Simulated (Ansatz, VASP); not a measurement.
**Ta: VASP beside Ansatz**

File INCAR:

```
PREC = Accurate
ENCUT = 520
EDIFF = 1E-6
ISMEAR = 0
SIGMA = 0.15
LREAL = F
LASPH = T
NELM = 80
ALGO = Fast
ISIF = 2
LWAVE = F
LCHARG = F
GGA = PE
NBANDS = 12
```

Contents of KPOINTS:

```
Automatic mesh
0
Gamma
  20 20 20
```

POSCAR

```
Ta
1.0
   -1.6512800000      1.6512800000      1.4035880000
    1.6512800000     -1.6512800000      1.4035880000
    1.6512800000      1.6512800000     -1.4035880000
Ta
1
Direct
    0.0000000000      0.0000000000      0.0000000000
```

Input for Ansatz:

```yaml
crystal:
  lattice:
    - [-1.65128, 1.65128, 1.403588]
    - [1.65128, -1.65128, 1.403588]
    - [1.65128, 1.65128, -1.403588]
  atoms:
    - { symbol: Ta, position: [0.0, 0.0, 0.0] }
basis:
  ecutwfc: 420
kpoints:
  mp_grid: { grid: [20, 20, 20] }
hamiltonian:
  xc: pbe
scf:
  occupations: { method: gaussian, width: 0.15 }
output:
  forces: true
  stress: true
  eigenvalues: true
```

Change from the starting cell: strain -0.1500 x Voigt [0, 0, 1, 0, 0, 0], atoms carried along.

Alike in both runs: task single point; functional PBE; k mesh 20 × 20 × 20; occupations gaussian, width 0.15 eV; no spin polarisation.

|  | VASP | Ansatz |
| --- | --- | --- |
| version | VASP 6.6.1 | Ansatz 0.2.0 |
| potentials or method | VASP PAW PBE potentials, release 64 (Ta_pv), cutoff 520 eV | scalar-relativistic, plane waves, PAW |
| valence electrons in the cell | 11 | 13 |

Ansatz gave:

- gap on the k mesh at the Fermi level (eV): none
- pressure (GPa): 51.3
- traceless stress, the component that is largest in VASP (GPa): 17.35

Estimate VASP's values.

gap on the k mesh at the Fermi level (eV): none; pressure (GPa): 51.9; traceless stress, the component that is largest in VASP (GPa): 17.29.

A gap of «none» marks a metal or a gap that the smearing closes. Both programs put the cell under a high pressure, so it lies far from rest at this level. VASP's potentials hold 11 valence electrons a cell and Ansatz's 13, so a difference there can come from the potentials and not from the codes.

Spin-orbit coupling is off throughout.
